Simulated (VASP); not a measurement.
# Al2Cu (P4/mmm) in VASP: settings compared, part 2 of 2

VASP 6.6.1.

**3. Single point, PBEsol+D4**

This run uses another cell than the first one, of 15.51 Å³/atom, 1.010 times its volume.

Input file INCAR:

```
SYSTEM = Al2Cu
ALGO = Normal
EDIFF = 1E-6
ENCUT = 520
GGA = PS
ISIF = 2
ISMEAR = -1
IVDW = 13
LASPH = .True.
LCHARG = .False.
LREAL = .False.
LWAVE = .False.
NBANDS = 16
NELM = 100
PREC = Accurate
SIGMA = 0.05
```

Input file KPOINTS:

```
k-points
0
Gamma
  7 7 9
  0 0 0
```

Input file POSCAR:

```
Al2Cu
1.0
    4.0561886952      0.0000000000      0.0000000000
    0.0000000000      4.0561886952      0.0000000000
    0.0000000000      0.0000000000      2.8283431235
Cu Al
1 2
Direct
    0.0000000000      0.0000000000      0.0000000000
    0.0000000000      0.5000000000      0.5000000000
    0.5000000000      0.0000000000      0.5000000000
```

Potentials or basis: VASP PAW PBE potentials, release 64 (Cu, Al).

Command:

```console
> cat potpaw_PBE.64/Cu/POTCAR potpaw_PBE.64/Al/POTCAR > POTCAR
> mpirun -np 1 vasp_std > vasp.out
```

OUTCAR:

```text
SYSTEM = Al2Cu
   EDIFF = 1E-6
   ENCUT = 520
   GGA = PS
   ISIF = 2
   ISMEAR = -1
   IVDW = 13
   LASPH = .True.
   LREAL = .False.
   NELM = 100
   PREC = Accurate

 ion  position               nearest neighbor table
   1  0.000  0.000  0.000-   2 2.47   3 2.47   2 2.47   3 2.47   2 2.47   2 2.47   3 2.47   3 2.47

   2  0.000  0.500  0.500-   1 2.47   1 2.47   1 2.47   1 2.47   3 2.87   3 2.87   3 2.87   3 2.87

   3  0.500  0.000  0.500-   1 2.47   1 2.47   1 2.47   1 2.47   2 2.87   2 2.87   2 2.87   2 2.87

  LATTYP: Found a simple tetragonal cell.
 ALAT       =     4.0561886952
 C/A-ratio  =     0.6972908156

  Lattice vectors:

 A1 = (   4.0561886952,   0.0000000000,   0.0000000000)
 A2 = (   0.0000000000,   4.0561886952,   0.0000000000)
 A3 = (   0.0000000000,   0.0000000000,   2.8283431235)

Analysis of symmetry for initial positions (statically):
=====================================================================
 Subroutine PRICEL returns:
 Original cell was already a primitive cell.

 Routine SETGRP: Setting up the symmetry group for a
 simple tetragonal supercell.

 Subroutine GETGRP returns: Found 16 space group operations
[... 171 lines left out ...]
 fundamental gap:      0.0233783585
 Fermi energy:         7.5452299493

 k-point     1 :       0.0000    0.0000    0.0000
  band No.  band energies     occupation
      1      -3.3010      2.00000
      2       1.9036      2.00000
      3       2.3924      2.00000
      4       3.1038      2.00000
      5       3.3296      2.00000
      6       3.3296      2.00000
[... 433 lines left out ...]
      3       2.6016      2.00000
      4       2.8170      2.00000
      5       3.0288      2.00000
      6       3.0559      2.00000
[... 8 lines left out ...]
     15      17.8336      0.00000
     16      18.7502      0.00000

 [... further k-points ...]

------------------------ aborting loop because EDIFF is reached ----------------------------------------

  DFT-D4 for vdW energy calculation

  Edisp (eV):   -0.67056

  FORCE on cell =-STRESS in cart. coord.  units (eV):
  Direction    XX          YY          ZZ          XY          YZ          ZX
  --------------------------------------------------------------------------------------
  -------------------------------------------------------------------------------------
  Total       0.01517     0.01517     0.01999     0.00000     0.00000     0.00000
  in kB       0.52245     0.52245     0.68812     0.00000     0.00000     0.00000
  external pressure =        0.58 kB  Pullay stress =        0.00 kB

 VOLUME and BASIS-vectors are now :
 -----------------------------------------------------------------------------
  energy-cutoff  :      520.00
  volume of cell :       46.53
      direct lattice vectors                 reciprocal lattice vectors
     4.056188695  0.000000000  0.000000000     0.246536854  0.000000000  0.000000000
     0.000000000  4.056188695  0.000000000     0.000000000  0.246536854  0.000000000
     0.000000000  0.000000000  2.828343123     0.000000000  0.000000000  0.353563891

 POSITION                                       TOTAL-FORCE (eV/Angst)
 -----------------------------------------------------------------------------------
      0.00000      0.00000      0.00000         0.000000      0.000000      0.000000
      0.00000      2.02809      1.41417         0.000000      0.000000      0.000000
      2.02809      0.00000      1.41417         0.000000      0.000000      0.000000
 -----------------------------------------------------------------------------------
    total drift:                                0.000000      0.000000      0.000000

  FREE ENERGIE OF THE ION-ELECTRON SYSTEM (eV)
  ---------------------------------------------------
  free  energy   TOTEN  =       -13.2261495807 eV

  energy  without entropy=      -13.2140297497  energy(sigma->0) =      -13.22008967
```

OSZICAR:

```text
N       E                     dE             d eps       ncg     rms          rms(c)
DAV:   1     0.623999164250E+02    0.62400E+02   -0.69130E+03  1608   0.112E+03
DAV:   2    -0.122628333947E+02   -0.74663E+02   -0.66616E+02  1696   0.206E+02
DAV:   3    -0.149226531682E+02   -0.26598E+01   -0.26058E+01  2208   0.437E+01
DAV:   4    -0.149807805199E+02   -0.58127E-01   -0.58110E-01  1896   0.545E+00
DAV:   5    -0.149834617998E+02   -0.26813E-02   -0.26812E-02  2608   0.131E+00    0.145E+01
DAV:   6    -0.166950810781E+02   -0.17116E+01   -0.36690E+01  1872   0.212E+02    0.116E+01
DAV:   7    -0.126935498276E+02    0.40015E+01   -0.10174E+01  2024   0.847E+01    0.208E+00
DAV:   8    -0.126307794319E+02    0.62770E-01   -0.13409E+00  2416   0.337E+01    0.229E+00
DAV:   9    -0.125550154513E+02    0.75764E-01   -0.26795E-01  2016   0.171E+01    0.233E-01
DAV:  10    -0.125576026619E+02   -0.25872E-02   -0.19099E-02  2472   0.390E+00    0.319E-01
DAV:  11    -0.125558935224E+02    0.17091E-02   -0.99541E-03  2128   0.356E+00    0.125E-01
DAV:  12    -0.125556038540E+02    0.28967E-03   -0.88896E-04  2392   0.901E-01    0.272E-02
DAV:  13    -0.125555936162E+02    0.10238E-04   -0.49847E-05  2584   0.151E-01    0.897E-03
DAV:  14    -0.125555928751E+02    0.74106E-06   -0.71836E-06  2144   0.830E-02
   1 F= -.13226150E+02 E0= -.13220090E+02  d E =-.121198E-01
```

stdout:

```text
POSCAR found type information on POSCAR CuAl
 POSCAR found :  2 types and       3 ions
 scaLAPACK will be used
 -----------------------------------------------------------------------------
|                                                                             |
|                                                                             |
|     You enforced a specific xc type in the INCAR file but a different       |
|     I HOPE YOU KNOW WHAT YOU ARE DOING!                                     |
|                                                                             |
 -----------------------------------------------------------------------------

 LDA part: xc-table for (Slater+PW92), standard interpolation
 POSCAR, INCAR and KPOINTS ok, starting setup
 FFT: planning ... GRIDC
 FFT: planning ... GRID_SOFT
 FFT: planning ... GRID
 WAVECAR not read
 entering main loop
```

Wall time 38 s (1 thread of Intel Xeon Platinum 8175M at 2.50GHz (Skylake/Cascade Lake), shared host); peak memory 0.17 GiB.

Results:

| Property | Result |
| --- | --- |
| Free energy | -13.2261 eV |
| Pressure | 0.1 GPa |
| Dispersion energy per atom | -0.224 eV |

Caveat: the PAW data sets were made with another functional, which shifts forces and pressure a little; pairwise dispersion overbinds metals, which lowers pressure and volume.

**4. Single point, PBEsol**

This run uses another cell than the first one, of 15.84 Å³/atom, 1.031 times its volume.

Input file INCAR:

```
SYSTEM = Al2Cu
ALGO = Normal
EDIFF = 1E-6
ENCUT = 520
GGA = PS
ISIF = 2
ISMEAR = -1
LASPH = .True.
LCHARG = .True.
LELF = .True.
LREAL = .False.
LVHAR = .True.
LWAVE = .False.
NBANDS = 16
NELM = 60
PREC = Accurate
SIGMA = 0.05
```

KPOINTS is that of step 3.

Input file POSCAR:

```
Al2Cu
1.0
    4.0861938979      0.0000000000      0.0000000000
    0.0000000000      4.0861938979      0.0000000000
    0.0000000000      0.0000000000      2.8459988790
Cu Al
1 2
Direct
    0.0000000000      0.0000000000      0.0000000000
    0.0000000000      0.5000000000      0.5000000000
    0.5000000000      0.0000000000      0.5000000000
```

Command:

```console
> cat potpaw_PBE.64/Cu/POTCAR potpaw_PBE.64/Al/POTCAR > POTCAR
> mpirun -np 1 vasp_std > vasp.out
```

Wall time 37 s (1 thread of Intel Xeon Platinum 8175M at 2.50GHz (Skylake/Cascade Lake), shared host); peak memory 0.17 GiB.

The run converged. Its results:

```
Free energy : -12.5637 eV
Pressure    : 0.1 GPa
```

Levels at points of the mesh, in eV from the Fermi level:
| k point | band 4 | band 5 | band 6 | band 7 | band 8 | band 9 | band 10 | band 11 | band 12 | band 13 |
| --- | --- | --- | --- | --- | --- | --- | --- | --- | --- | --- |
| (0.00, 0.00, 0.00) | -4.35 | -4.13 | -4.13 | -2.48 | -2.48 | -0.10 | 0.81 | 6.15 | 6.15 | 6.32 |

Caveat: the PAW data sets were made with another functional, which shifts forces and pressure a little.

**5. Single point, PBEsol+D3(BJ)**

This run uses another cell than the first one, of 16.24 Å³/atom, 1.057 times its volume.

Input file INCAR:

```
SYSTEM = Al2Cu
ALGO = Normal ; EDIFF = 1E-6
ENCUT = 520 ; GGA = PS
ISIF = 2 ; ISMEAR = -1
IVDW = 12 ; LASPH = .True.
LCHARG = .False. ; LREAL = .False.
LWAVE = .False. ; NBANDS = 16
NELM = 60 ; PREC = Accurate
SIGMA = 0.05
```

KPOINTS is that of step 4.

Input file POSCAR:

```
Al2Cu
1.0
    4.1051820000      0.0000000000      0.0000000000
    0.0000000000      4.1051820000      0.0000000000
    0.0000000000      0.0000000000      2.8913130000
Cu Al
1 2
Direct
    0.0000000000      0.0000000000      0.0000000000
    0.0000000000      0.5000000000      0.5000000000
    0.5000000000      0.0000000000      0.5000000000
```

Command:

```console
> cat potpaw_PBE.64/Cu/POTCAR potpaw_PBE.64/Al/POTCAR > POTCAR
> mpirun -np 1 vasp_std > vasp.out
```

Wall time 24 s (1 thread of Intel Xeon Platinum 8175M at 2.50GHz (Skylake/Cascade Lake), shared host); peak memory 0.19 GiB.

It converged, with:

- Free energy: -13.5759 eV
- Pressure: -5.7 GPa
- Dispersion energy per atom: -0.340 eV

Stress tensor (GPa, compression positive):
```
-5.24  0.00  0.00
 0.00 -5.24  0.00
 0.00  0.00 -6.57
```

Levels at points of the mesh, in eV from the Fermi level:
```csv
k point,band 6,band 7,band 8,band 9,band 10,band 11
"(0.00, 0.00, 0.00)",-4.06,-2.38,-2.38,-0.10,0.86,5.93
```

Caveat: three body term missing; the PAW data sets were made with another functional, which shifts forces and pressure a little; pairwise dispersion overbinds metals, which lowers pressure and volume.

**6. The runs side by side**

| level | cell | gap on the mesh (eV) | pressure (GPa) |
| --- | --- | --- | --- |
| PBEsol+D3(BJ) | a = 4.043, b = 4.043, c = 2.820 Å, 3 atoms | none | -0.5 |
| PBEsol+D4 | a = 4.056, b = 4.056, c = 2.828 Å, 3 atoms | none | 0.1 |
| PBEsol | a = 4.086, b = 4.086, c = 2.846 Å, 3 atoms | none | 0.1 |
| PBEsol+D3(BJ) | a = 4.105, b = 4.105, c = 2.891 Å, 3 atoms | none | -5.7 |

Alike in all rows: task single point; potentials or basis VASP PAW PBE potentials, release 64 (Cu, Al); no spin polarisation; k mesh 7 × 7 × 9; cutoff (eV) 520; smearing fermi-dirac 0.05 eV.

Caveats: the PAW data sets were made with another functional, which shifts forces and pressure a little; pairwise dispersion overbinds metals, which lowers pressure and volume (some runs); three body term missing (some runs).

Total energies depend on the potentials used, so only differences within one code and one set of settings carry meaning.
